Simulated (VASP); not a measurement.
# CuI (F-43m) in VASP: a series of runs

CuI is run at these levels: PBEsol; tasks: vibrations by perturbation theory.

Everything below comes from runs of VASP 6.6.1. Logs are shortened: lines on timing, memory, paths and dates and some standing lists are left out, and cuts for length are marked.

### 1 The cell of the first run

Symmetry: F-43m, No. 216, cubic system. The conventional cell has a = 5.732 Å, b = 5.732 Å, c = 5.732 Å, α = 90.00°, β = 90.00°, γ = 90.00°. Within 3.3 Å of Cu (site symmetry -43m) lie 4 I at 2.48 Å. I (site symmetry -43m) has 4 Cu at 2.48 Å within 3.3 Å.

### 2 Vibrations by perturbation theory, PBEsol

The input, INCAR:

```
PREC = Accurate
ENCUT = 520
EDIFF = 1E-8
ISMEAR = 0
SIGMA = 0.01
LREAL = False
LASPH = True
NELM = 80
ALGO = Normal
ISIF = 2
LWAVE = False
LCHARG = False
GGA = PS
NBANDS = 16
IBRION = 8
NSW = 1
```

The input, KPOINTS:

```
regular mesh
0
Gamma
  6 6 6
```

The input, POSCAR:

```
CuI
1.0
    2.8659749977      2.8659749977      0.0000000000
   -2.8659749977      2.8659749977      0.0000000000
    0.0000000000      2.8659749977      2.8659749977
Cu I
1 1
Direct
    0.7500000000      0.2500000000      0.5000000000
    0.0000000000      0.0000000000      0.0000000000
```

Potentials or basis: VASP PAW PBE potentials, release 64 (Cu, I).

Started as:

```bash
$ cat potpaw_PBE.64/Cu/POTCAR potpaw_PBE.64/I/POTCAR > POTCAR
$ mpirun -np 1 vasp_std > vasp.out
```

OUTCAR:

```text
PREC = Accurate
   ENCUT = 520
   EDIFF = 1E-8
   ISMEAR = 0
   LREAL = False
   LASPH = True
   NELM = 80
   ISIF = 2
   GGA = PS
   IBRION = 8
   NSW = 1

 ion  position               nearest neighbor table
   1  0.750  0.250  0.500-   2 2.48   2 2.48   2 2.48   2 2.48
   2  0.000  0.000  0.000-   1 2.48   1 2.48   1 2.48   1 2.48

  LATTYP: Found a face centered cubic cell.
 ALAT       =     5.7319499954

  Lattice vectors:

 A1 = (   0.0000000000,   2.8659749977,   2.8659749977)
 A2 = (   2.8659749977,   0.0000000000,   2.8659749977)
 A3 = (   2.8659749977,   2.8659749977,   0.0000000000)

Analysis of symmetry for initial positions (statically):
=====================================================================
 Subroutine PRICEL returns:
 Original cell was already a primitive cell.

 Routine SETGRP: Setting up the symmetry group for a
 face centered cubic supercell.

 Subroutine GETGRP returns: Found 24 space group operations
 (whereof 24 operations were pure point group operations)
 out of a pool of 48 trial point group operations.

The static configuration has the point symmetry T_d .

Analysis of symmetry for dynamics (positions and initial velocities):
=====================================================================
 Subroutine PRICEL returns:
 Original cell was already a primitive cell.

 Routine SETGRP: Setting up the symmetry group for a
 face centered cubic supercell.

 Subroutine GETGRP returns: Found 24 space group operations
 (whereof 24 operations were pure point group operations)
 out of a pool of 48 trial point group operations.

The dynamic configuration has the point symmetry T_d .

 Subroutine INISYM returns: Found 24 space group operations
 (whereof 24 operations are pure point group operations),
 and found     1 'primitive' translations

----------------------------------------------------------------------------------------

                                     Primitive cell

  volume of cell :      47.0812

  direct lattice vectors                    reciprocal lattice vectors
     2.865974998  2.865974998  0.000000000     0.174460699  0.174460699 -0.174460699
    -2.865974998  2.865974998  0.000000000    -0.174460699  0.174460699 -0.174460699
     0.000000000  2.865974998  2.865974998     0.000000000  0.000000000  0.348921397

  length of vectors
     4.053100711  4.053100711  4.053100711     0.302174794  0.302174794  0.348921397

  position of ions in fractional coordinates (direct lattice)
     0.750000000  0.250000000  0.500000000
     0.000000000  0.000000000  0.000000000

  ion indices of the primitive-cell ions
   primitive index   ion index
                 1           1
                 2           2

----------------------------------------------------------------------------------------

 KPOINTS: regular mesh

Automatic generation of k-mesh.
 Grid dimensions read from file:
 generate k-points for:    6    6    6

 Generating k-lattice:

  Cartesian coordinates                     Fractional coordinates (reciprocal lattice)
     0.029076783  0.029076783 -0.029076783     0.166666667  0.000000000  0.000000000
    -0.029076783  0.029076783 -0.029076783     0.000000000  0.166666667  0.000000000
     0.000000000  0.000000000  0.058153566     0.000000000  0.000000000  0.166666667

  Length of vectors
     0.050362466  0.050362466  0.058153566

  Shift w.r.t. Gamma in fractional coordinates (k-lattice)
     0.000000000  0.000000000  0.000000000

 Subroutine IBZKPT returns following result:
 ===========================================

 Found     16 irreducible k-points:

 Following reciprocal coordinates:
            Coordinates               Weight
  0.000000  0.000000  0.000000      1.000000
  0.166667  0.000000  0.000000      8.000000
  0.333333  0.000000  0.000000      8.000000
  0.500000  0.000000  0.000000      4.000000
  0.166667  0.166667  0.000000     12.000000
  0.333333  0.166667  0.000000     24.000000
[... 8 lines left out ...]
  0.500000  0.333333  0.166667     24.000000
  0.500000  0.500000  0.166667     12.000000
   k-points           NKPTS =     16   k-points in BZ     NKDIM =     16   number of bands    NBANDS=     16
   number of dos      NEDOS =    301   number of ions     NIONS =      2
   total plane-waves  NPLWV =  27000
   dimension x,y,z NGX =    30 NGY =   30 NGZ =   30
   dimension x,y,z NGXF=    60 NGYF=   60 NGZF=   60
   ions per type =               1   1
   NGX,Y,Z   is equivalent  to a cutoff of  12.31, 12.31, 12.31 a.u.
   NGXF,Y,Z  is equivalent  to a cutoff of  24.61, 24.61, 24.61 a.u.
 SYSTEM =  unknown system
   PREC   = accura    normal or accurate (medium, high low for compatibility)
   ISTART =      0    job   : 0-new  1-cont  2-samecut
   ICHARG =      2    charge: 1-file 2-atom 10-const
   ISPIN  =      1    spin polarized calculation?
   LNONCOLLINEAR =      F non collinear calculations
   LSORBIT =      F    spin-orbit coupling
   LASPH  =      T    aspherical Exc in radial PAW
   ENCUT  =  520.0 eV  38.22 Ry    6.18 a.u.   7.54  7.54  7.54*2*pi/ulx,y,z
   NELM   =     80;   NELMIN=  2; NELMDL= -5     # of ELM steps
   EDIFF  = 0.1E-07   stopping-criterion for ELM
   LREAL  =      F    real-space projection
   EDIFFG = 0.1E-06   stopping-criterion for IOM
   NSW    =      1    number of steps for IOM
   IBRION =      8    ionic relax: 0-MD 1-quasi-New 2-CG
   NFREE  =      0    steps in history (QN), initial steepest desc. (CG)
   ISIF   =      2    stress and relaxation
   ISYM   =      2    0-nonsym 1-usesym 2-fastsym
   POTIM  = 0.5000    time-step for ionic-motion
   TEBEG  =    0.0;   TEEND  =   0.0 temperature during run
   PSTRESS=    0.0 pullay stress
   NELECT =      18.0000    total number of electrons
   NUPDOWN=      -1.0000    fix difference up-down
   EMIN   =  10.00;   EMAX   =-10.00  energy-range for DOS
   EFERMI =   0.00;   METHOD = LEGACY
   ISMEAR =     0;   SIGMA  =   0.01  broadening in eV -4-tet -1-fermi 0-gaus
   EFERMI_NEDOS =   21; number of points for ismear=-14 and -15
   IALGO  =     38    algorithm
   IMIX   =      4    mixing-type and parameters
     AMIX     =   0.40;   BMIX     =  1.00
     AMIX_MAG =   1.60;   BMIX_MAG =  1.00
  volume/ion in A,a.u.               =      23.54       158.86
  Fermi-wavevector in a.u.,A,eV,Ry     =   1.188183  2.245340 19.208412  1.411778
  Thomas-Fermi vector in A             =   2.324318
   LORBIT       =      0    0 simple, 1 ext, 2 COOP (PROOUT), +10 PAW based schemes
   GGA     = PS    functional components
   LHFCALC =     F    Hartree Fock is set to
   AEXX    =    0.0000 exact exchange contribution
   IVDW    =     0    specifies the selected vdW correction
   LEPSILON=     F    determine dielectric tensor
   LRPA    =     F    only Hartree local field effects (RPA)
 non-spin polarized calculation
 Gauss-broadening in eV      SIGMA  =   0.01
  energy-cutoff  :      520.00
  volume of cell :       47.08
 maximum number of plane-waves:      1303
   NGX = 15   NGY = 15   NGZ = 15

--------------------------------------- Ionic step        1  -------------------------------------------

 number of electron      18.0000003 magnetization

 Free energy of the ion-electron system (eV)
  ---------------------------------------------------
  ext. energy  EPLUGINS =         0.00000000
  ---------------------------------------------------
  free energy    TOTEN  =        -6.20839656 eV

  energy without entropy =       -6.20839656  energy(sigma->0) =       -6.20839656

 E-fermi :   6.3347     XC(G=0):  -9.9325

 val. band max:        6.2859896880   @ k =   0.0000   0.0000   0.0000
 cond. band min:       7.8144976984   @ k =   0.0000   0.0000   0.0000
 fundamental gap:      1.5285080104
 Fermi energy:         6.3347104003

 k-point     1 :       0.0000    0.0000    0.0000
  band No.  band energies     occupation
      1      -8.7573      2.00000
      2       1.7648      2.00000
      3       1.7648      2.00000
      4       1.7648      2.00000
      5       3.5940      2.00000
      6       3.5940      2.00000
[... 283 lines left out ...]
      5       3.4795      2.00000
      6       3.5385      2.00000
[... 8 lines left out ...]
     15      18.5402      0.00000
     16      19.0184      0.00000

------------------------ aborting loop because EDIFF is reached ----------------------------------------

  FORCE on cell =-STRESS in cart. coord.  units (eV):
  Direction    XX          YY          ZZ          XY          YZ          ZX
  --------------------------------------------------------------------------------------
  -------------------------------------------------------------------------------------
  Total        2.0917316      2.0917316      2.0917316      0.0000000     -0.0000000      0.0000000
  in kB       71.1818631     71.1818631     71.1818631      0.0000000     -0.0000000      0.0000000
  external PRESSURE =      71.1818631 kB  Pullay stress =       0.0000000 kB

 VOLUME and BASIS-vectors are now :
 -----------------------------------------------------------------------------
  energy-cutoff  :      520.00
  volume of cell :       47.08
      direct lattice vectors                 reciprocal lattice vectors
     2.865974998  2.865974998  0.000000000     0.174460699  0.174460699 -0.174460699
    -2.865974998  2.865974998  0.000000000    -0.174460699  0.174460699 -0.174460699
     0.000000000  2.865974998  2.865974998     0.000000000  0.000000000  0.348921397

 POSITION                                       TOTAL-FORCE (eV/Angst)
 -----------------------------------------------------------------------------------
      1.43299      4.29896      1.43299         0.000000     -0.000000      0.000000
      0.00000      0.00000      0.00000        -0.000000      0.000000      0.000000
 -----------------------------------------------------------------------------------
    total drift:                               -0.000000      0.000000      0.000000

  FREE ENERGIE OF THE ION-ELECTRON SYSTEM (eV)
  ---------------------------------------------------
  free  energy   TOTEN  =        -6.2083965633 eV

  energy  without entropy=       -6.2083965633  energy(sigma->0) =       -6.20839656

[... ionic steps 2 to 3 ...]

--------------------------------------- Ionic step        4  -------------------------------------------

------------------------ aborting loop because EDIFF is reached ----------------------------------------

[... ionic steps 5 to 6 ...]

--------------------------------------- Ionic step        7  -------------------------------------------

 Free energy of the ion-electron system (eV)
  ---------------------------------------------------
  ---------------------------------------------------
  free energy    TOTEN  =        -0.07618035 eV

  energy without entropy =       -0.07618035

------------------------ aborting loop because EDIFF is reached ----------------------------------------

 INTERNAL STRAIN TENSOR  FOR ION    2  DIRECTION 1   (eV/Angst):
 -----------------------------------------------------------------------------
     0.05094  0.00000  0.00000
     0.00000 -0.05755 -8.37048
     0.00000 -8.37048 -0.05755

 INTERNAL STRAIN TENSOR FOR ION    2 for displacements in x,y,z  (eV/Angst):
          X           Y           Z          XY          YZ          ZX
  --------------------------------------------------------------------------------
  x     0.00000     0.00000     0.00000     0.00000    -8.37048     0.00000
  y     0.00000     0.00000     0.00000     0.00000     0.00000    -8.37048
  z     0.00000     0.00000     0.00000    -8.37048     0.00000     0.00000

 SECOND DERIVATIVES (NOT SYMMETRIZED)
 ------------------------------------
               1X          1Y          1Z          2X          2Y          2Z
  1X    -5.513191    0.000000   -0.000000    5.513191   -0.000000    0.000000
  1Y    -0.000000   -5.513191    0.000000    0.000000    5.513191   -0.000000
  1Z    -0.000000    0.000000   -5.513191    0.000000   -0.000000    5.513191
  2X     5.508088    0.000000   -0.000000   -5.508088   -0.000000    0.000000
  2Y    -0.000000    5.508088    0.000000    0.000000   -5.508088   -0.000000
  2Z    -0.000000    0.000000    5.508088    0.000000   -0.000000   -5.508088

 Eigenvectors and eigenvalues of the dynamical matrix
 ----------------------------------------------------

   1 f  =    5.640192 THz    35.438374 2PiTHz  188.136568 cm-1    23.325951 meV
             X         Y         Z           dx          dy          dz
      1.432987  4.298962  1.432987     0.816421   -0.000000   -0.000000
      0.000000  0.000000  0.000000    -0.577457    0.000000   -0.000000
[... 21 lines left out ...]
   6 f/i=    0.001231 THz     0.007736 2PiTHz    0.041068 cm-1     0.005092 meV
             X         Y         Z           dx          dy          dz
      1.432987  4.298962  1.432987     0.038794   -0.153377   -0.555362
      0.000000  0.000000  0.000000     0.054847   -0.216847   -0.785183

--------------------------------------------------------------------------------------------------------

 ELASTIC MODULI CONTR FROM IONIC RELAXATION (kBar)
 Direction    XX          YY          ZZ          XY          YZ          ZX
 --------------------------------------------------------------------------------
 XX          -0.0000     -0.0000     -0.0000      0.0000      0.0000     -0.0000
 YY          -0.0000     -0.0000      0.0000      0.0000      0.0000     -0.0000
 ZZ          -0.0000      0.0000     -0.0000      0.0000     -0.0000      0.0000
 XY           0.0000      0.0000      0.0000   -446.8782     -0.0000     -0.0000
 YZ           0.0000      0.0000     -0.0000     -0.0000   -446.8782      0.0000
 ZX          -0.0000     -0.0000      0.0000     -0.0000      0.0000   -446.8782
 --------------------------------------------------------------------------------
```

Wall time 5.3 min (1 thread of Intel Xeon 8259CL, shared host); peak memory 0.24 GiB.

Results:

- Highest phonon frequency at Γ, LO-TO splitting left out: 188 cm⁻¹

Phonon frequencies in cm⁻¹ (negative: imaginary):
```tsv
q point	frequencies
(0.000, 0.000, 0.000)	0 0 0 188 188 188
```

Caveat: the cell stands under pressure or tension, which shifts response properties; the PAW data sets were made with another functional, which shifts forces and pressure a little; spin-orbit coupling is left out, which moves the levels of the heavy elements.

(Part 1 of 3 ends here.)
